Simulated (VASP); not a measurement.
# CdGeAs2 (P-4m2) in VASP: single point with PBE0

Aim: the single point of CdGeAs2 with PBE0.

Program: VASP 6.6.1. These are calculated values, not measurements. Logs are shortened: lines on timing, memory, paths and dates and some standing lists are left out, and cuts for length are marked.

### 1 The cell of the first run

It takes space group P-4m2 (No. 115, tetragonal). Conventional cell: a = 4.076 Å, b = 4.076 Å, c = 6.118 Å, α = 90.00°, β = 90.00°, γ = 90.00°. Cd (site symmetry -4m2) has 4 As at 2.61 Å within 3.4 Å. As (site symmetry 2mm) has 2 Ge at 2.49 Å and 2 Cd at 2.61 Å within 3.3 Å. Within 3.3 Å of Ge (site symmetry -4m2) lie 4 As at 2.49 Å.

### 2 Single point, PBE0

Contents of POSCAR:

```
CdGeAs2
1.0
    4.0763717154      0.0000000000      0.0000000000
    0.0000000000      4.0763717154      0.0000000000
    0.0000000000      0.0000000000      6.1183213173
Cd As Ge
1 2 1
Direct
    0.0000000000      0.0000000000      0.0000000000
    0.0000000000      0.5000000000      0.2672334420
    0.5000000000      0.0000000000      0.7327665580
    0.5000000000      0.5000000000      0.5000000000
```

Contents of INCAR.step1:

```
SYSTEM = CdGeAs2
  PREC = Accurate
  ENCUT = 410
  EDIFF = 1E-5
  ISMEAR = -1
  SIGMA = 0.02
  LREAL = .False.
  LASPH = .True.
  NELM = 120
  ALGO = Normal
  ISIF = 2
  LWAVE = .True.
  LCHARG = .False.
  NBANDS = 26
  GGA = PE
  GGA_COMPAT = .False.
```

Contents of INCAR.step2:

```
SYSTEM = CdGeAs2
  PREC = Accurate
  ENCUT = 410
  EDIFF = 1E-6
  ISMEAR = -1
  SIGMA = 0.02
  LREAL = .False.
  LASPH = .True.
  NELM = 120
  ALGO = Normal
  ISIF = 2
  LWAVE = .False.
  LCHARG = .False.
  GGA = PE
  LHFCALC = .True.
  AEXX = 0.25
  PRECFOCK = Normal
  NBANDS = 26
  ISTART = 1
  GGA_COMPAT = .False.
```

Contents of KPOINTS:

```
regular mesh
0
Gamma
  4 4 4
  0 0 0
```

Potentials or basis: VASP PAW PBE potentials, release 64 (Cd, As, Ge_d).

Command:

```sh
$ cat potpaw_PBE.64/Cd/POTCAR potpaw_PBE.64/As/POTCAR potpaw_PBE.64/Ge_d/POTCAR > POTCAR
$ cp INCAR.step1 INCAR
$ mpirun -np 1 vasp_std > vasp.out
$ cp INCAR.step2 INCAR
$ mpirun -np 1 vasp_std > vasp.out
```

OUTCAR:

```text
SYSTEM = CdGeAs2
   PREC = Accurate
   ENCUT = 410
   EDIFF = 1E-6
   ISMEAR = -1
   LREAL = .False.
   LASPH = .True.
   NELM = 120
   ISIF = 2
   GGA = PE
   LHFCALC = .True.
   AEXX = 0.25
   PRECFOCK = Normal
   ISTART = 1

 ion  position               nearest neighbor table
   1  0.000  0.000  0.000-   2 2.61   3 2.61   2 2.61   3 2.61
   2  0.000  0.500  0.267-   4 2.49   4 2.49   1 2.61   1 2.61
   3  0.500  0.000  0.733-   4 2.49   4 2.49   1 2.61   1 2.61
   4  0.500  0.500  0.500-   2 2.49   3 2.49   3 2.49   2 2.49

  LATTYP: Found a simple tetragonal cell.
 ALAT       =     4.0763717154
 C/A-ratio  =     1.5009233074

  Lattice vectors:

 A1 = (   4.0763717154,   0.0000000000,   0.0000000000)
 A2 = (   0.0000000000,   4.0763717154,   0.0000000000)
 A3 = (   0.0000000000,   0.0000000000,   6.1183213173)

Analysis of symmetry for initial positions (statically):
=====================================================================
 Subroutine PRICEL returns:
 Original cell was already a primitive cell.

 Routine SETGRP: Setting up the symmetry group for a
 simple tetragonal supercell.

 Subroutine GETGRP returns: Found  8 space group operations
 (whereof  8 operations were pure point group operations)
 out of a pool of 16 trial point group operations.

The static configuration has the point symmetry D_2d.

Analysis of symmetry for dynamics (positions and initial velocities):
=====================================================================
 Subroutine PRICEL returns:
 Original cell was already a primitive cell.

 Routine SETGRP: Setting up the symmetry group for a
 simple tetragonal supercell.

 Subroutine GETGRP returns: Found  8 space group operations
 (whereof  8 operations were pure point group operations)
 out of a pool of 16 trial point group operations.

The dynamic configuration has the point symmetry D_2d.

 Subroutine INISYM returns: Found  8 space group operations
 (whereof  8 operations are pure point group operations),
 and found     1 'primitive' translations

----------------------------------------------------------------------------------------

                                     Primitive cell

  volume of cell :     101.6670

  direct lattice vectors                    reciprocal lattice vectors
     4.076371715  0.000000000  0.000000000     0.245316195  0.000000000  0.000000000
     0.000000000  4.076371715  0.000000000     0.000000000  0.245316195  0.000000000
     0.000000000  0.000000000  6.118321317     0.000000000  0.000000000  0.163443524

  length of vectors
     4.076371715  4.076371715  6.118321317     0.245316195  0.245316195  0.163443524

  position of ions in fractional coordinates (direct lattice)
     0.000000000  0.000000000  0.000000000
     0.000000000  0.500000000  0.267233442
     0.500000000  0.000000000  0.732766558
     0.500000000  0.500000000  0.500000000

  ion indices of the primitive-cell ions
   primitive index   ion index
                 1           1
                 2           2
                 3           3
                 4           4

----------------------------------------------------------------------------------------

 KPOINTS: regular mesh

Automatic generation of k-mesh.
 Grid dimensions read from file:
 generate k-points for:    4    4    4

 Generating k-lattice:

  Cartesian coordinates                     Fractional coordinates (reciprocal lattice)
     0.061329049  0.000000000  0.000000000     0.250000000  0.000000000  0.000000000
     0.000000000  0.061329049  0.000000000     0.000000000  0.250000000  0.000000000
     0.000000000  0.000000000  0.040860881     0.000000000  0.000000000  0.250000000

  Length of vectors
     0.061329049  0.061329049  0.040860881

  Shift w.r.t. Gamma in fractional coordinates (k-lattice)
     0.000000000  0.000000000  0.000000000

 Subroutine IBZKPT returns following result:
 ===========================================

 Found     18 irreducible k-points:

 Following reciprocal coordinates:
            Coordinates               Weight
  0.000000  0.000000  0.000000      1.000000
  0.250000  0.000000  0.000000      4.000000
  0.500000  0.000000  0.000000      2.000000
  0.250000  0.250000  0.000000      4.000000
  0.500000  0.250000  0.000000      4.000000
  0.500000  0.500000  0.000000      1.000000
[... 10 lines left out ...]
  0.500000  0.250000  0.500000      4.000000
  0.500000  0.500000  0.500000      1.000000
   k-points           NKPTS =     18   k-points in BZ     NKDIM =     64   number of bands    NBANDS=     26
   number of dos      NEDOS =    301   number of ions     NIONS =      4
   total plane-waves  NPLWV =  31360
   dimension x,y,z NGX =    28 NGY =   28 NGZ =   40
   dimension x,y,z NGXF=    56 NGYF=   56 NGZF=   80
   ions per type =               1   2   1
   NGX,Y,Z   is equivalent  to a cutoff of  11.42, 11.42, 10.87 a.u.
   NGXF,Y,Z  is equivalent  to a cutoff of  22.84, 22.84, 21.74 a.u.
 SYSTEM =  CdGeAs2
   PREC   = accura    normal or accurate (medium, high low for compatibility)
   ISTART =      1    job   : 0-new  1-cont  2-samecut
   ICHARG =      0    charge: 1-file 2-atom 10-const
   ISPIN  =      1    spin polarized calculation?
   LNONCOLLINEAR =      F non collinear calculations
   LSORBIT =      F    spin-orbit coupling
   LASPH  =      T    aspherical Exc in radial PAW
   ENCUT  =  410.0 eV  30.13 Ry    5.49 a.u.   6.73  6.73 10.10*2*pi/ulx,y,z
   NELM   =    120;   NELMIN=  2; NELMDL=  0     # of ELM steps
   EDIFF  = 0.1E-05   stopping-criterion for ELM
   LREAL  =      F    real-space projection
   EDIFFG = 0.1E-04   stopping-criterion for IOM
   NSW    =      0    number of steps for IOM
   IBRION =     -1    ionic relax: 0-MD 1-quasi-New 2-CG
   NFREE  =      0    steps in history (QN), initial steepest desc. (CG)
   ISIF   =      2    stress and relaxation
   ISYM   =      3    0-nonsym 1-usesym 2-fastsym
   POTIM  = 0.5000    time-step for ionic-motion
   TEBEG  =    0.0;   TEEND  =   0.0 temperature during run
   PSTRESS=    0.0 pullay stress
   NELECT =      36.0000    total number of electrons
   NUPDOWN=      -1.0000    fix difference up-down
   EMIN   =  10.00;   EMAX   =-10.00  energy-range for DOS
   EFERMI =   0.00;   METHOD = LEGACY
   ISMEAR =    -1;   SIGMA  =   0.02  broadening in eV -4-tet -1-fermi 0-gaus
   EFERMI_NEDOS =   21; number of points for ismear=-14 and -15
   IALGO  =     38    algorithm
   IMIX   =      1    mixing-type and parameters
     AMIX     =   0.40;   BMIX     =  1.00
     AMIX_MAG =   1.60;   BMIX_MAG =  1.00
  volume/ion in A,a.u.               =      25.42       171.52
  Fermi-wavevector in a.u.,A,eV,Ry     =   1.158197  2.188675 18.251127  1.341420
  Thomas-Fermi vector in A             =   2.294801
   LORBIT       =      0    0 simple, 1 ext, 2 COOP (PROOUT), +10 PAW based schemes
   GGA     = PE    functional components
   LHFCALC =     T    Hartree Fock is set to
   PRECFOCK=normal    Normal, Fast or Accurate (Low or Medium for compatibility)
   ENCUT4O =  -1.0   cutoff for four orbital integrals eV
   NKREDX  =     1    reduce k-point grid by
   NKREDY  =     1    reduce k-point grid by
   NKREDZ  =     1    reduce k-point grid by
   AEXX    =    0.2500 exact exchange contribution
   HFSCREEN=    0.0000 screening length (either q_TF or 0.3 A-1)
   HFSCREENC=   0.0000 screening length for correlation (either q_TF or 0.3 A-1)
   ENCUTFOCK=  -1.0 apply spherical cutoff to Coloumb kernel
   IVDW    =     0    specifies the selected vdW correction
   LEPSILON=     F    determine dielectric tensor
   LRPA    =     F    only Hartree local field effects (RPA)
 non-spin polarized calculation
  energy-cutoff  :      410.00
  volume of cell :      101.67
 maximum number of plane-waves:      1948
 NGX is ok and might be reduce to    28
  NGX = 24; NGY = 24; NGZ = 32

 number of electron      35.9999970 magnetization

 Free energy of the ion-electron system (eV)
  ---------------------------------------------------
  ext. energy  EPLUGINS =         0.00000000
  ---------------------------------------------------
  free energy    TOTEN  =       -19.35991233 eV

  energy without entropy =      -19.35904585  energy(sigma->0) =      -19.35947909

 E-fermi :   2.7909     XC(G=0):  -7.3465

 val. band max:        2.4137485428   @ k =   0.2500   0.0000   0.0000
 cond. band min:       2.7908863665   @ k =   0.5000   0.0000   0.5000
 fundamental gap:      0.3771378236
 Fermi energy:         2.7908861539

 k-point     1 :       0.0000    0.0000    0.0000
  band No.  band energies     occupation
      1     -26.0604      2.00000
      2     -26.0604      2.00000
      3     -26.0476      2.00000
      4     -26.0460      2.00000
      5     -26.0154      2.00000
      6     -11.8745      2.00000
[... 18 lines left out ...]
     25      11.1989      0.00000
     26      13.0824      0.00000

 k-point     2 :       0.2500    0.0000    0.0000
  band No.  band energies     occupation
      1     -26.0622      2.00000
      2     -26.0603      2.00000
      3     -26.0475      2.00000
      4     -26.0427      2.00000
      5     -26.0159      2.00000
      6     -11.4629      2.00000
[... 18 lines left out ...]
     25      11.5765      0.00000
     26      11.7378      0.00000

 k-point     3 :       0.5000    0.0000    0.0000
  band No.  band energies     occupation
      1     -26.0638      2.00000
      2     -26.0603      2.00000
      3     -26.0474      2.00000
      4     -26.0394      2.00000
      5     -26.0164      2.00000
      6     -10.8128      2.00000
[... 398 lines left out ...]
 k-point    17 :       0.5000    0.2500    0.5000
  band No.  band energies     occupation
      1     -26.0638      2.00000
      2     -26.0621      2.00000
      3     -26.0461      2.00000
      4     -26.0372      2.00000
      5     -26.0171      2.00000
      6     -10.3692      2.00000
[... 18 lines left out ...]
     25      10.3425      0.00000
     26      11.5581      0.00000

 k-point    18 :       0.5000    0.5000    0.5000
  band No.  band energies     occupation
      1     -26.0636      2.00000
      2     -26.0636      2.00000
      3     -26.0456      2.00000
      4     -26.0347      2.00000
      5     -26.0179      2.00000
      6      -9.6808      2.00000
[... 18 lines left out ...]
     25       9.2142      0.00000
     26       9.9671      0.00000

------------------------ aborting loop because EDIFF is reached ----------------------------------------

  FORCE on cell =-STRESS in cart. coord.  units (eV):
  Direction    XX          YY          ZZ          XY          YZ          ZX
  --------------------------------------------------------------------------------------
  -------------------------------------------------------------------------------------
  Total        0.0031775      0.0031775     -0.4096245      0.0000000      0.0000000      0.0000000
  in kB        0.0500740      0.0500740     -6.4553038      0.0000000      0.0000000      0.0000000
  external PRESSURE =      -2.1183852 kB  Pullay stress =       0.0000000 kB

 VOLUME and BASIS-vectors are now :
 -----------------------------------------------------------------------------
  energy-cutoff  :      410.00
  volume of cell :      101.67
      direct lattice vectors                 reciprocal lattice vectors
     4.076371715  0.000000000  0.000000000     0.245316195  0.000000000  0.000000000
     0.000000000  4.076371715  0.000000000     0.000000000  0.245316195  0.000000000
     0.000000000  0.000000000  6.118321317     0.000000000  0.000000000  0.163443524

 POSITION                                       TOTAL-FORCE (eV/Angst)
 -----------------------------------------------------------------------------------
      0.00000      0.00000      0.00000         0.000000      0.000000      0.000000
      0.00000      2.03819      1.63502         0.000000     -0.000000      0.123586
      2.03819      0.00000      4.48330         0.000000     -0.000000     -0.123586
      2.03819      2.03819      3.05916        -0.000000     -0.000000      0.000000
 -----------------------------------------------------------------------------------
    total drift:                               -0.000002     -0.000004      0.000007

  FREE ENERGIE OF THE ION-ELECTRON SYSTEM (eV)
  ---------------------------------------------------
  free  energy   TOTEN  =       -19.3599123277 eV

  energy  without entropy=      -19.3590458473  energy(sigma->0) =      -19.35947909
```

It took 1.9 h on 1 thread of Intel Xeon Platinum 8488C (Sapphire Rapids), shared host; peak memory 0.23 GiB.

Results:

```
Free energy            : -19.3599 eV
Pressure               : -0.2 GPa
Largest force          : 0.124 eV/Å
Band gap on the k mesh : zero (bands 18 and 19 overlap by 0.26 eV)
```

Forces on the atoms (eV/Å):
```
Cd   0.000  0.000  0.000
As   0.000  0.000  0.124
As   0.000  0.000 -0.124
Ge   0.000  0.000  0.000
```

Caveat: the k points lie up to 0.39 Å⁻¹ apart; the PAW data sets were made with another functional, which shifts forces and pressure a little.

The gap in the log of VASP goes by the Fermi energy; the results here count the filled bands.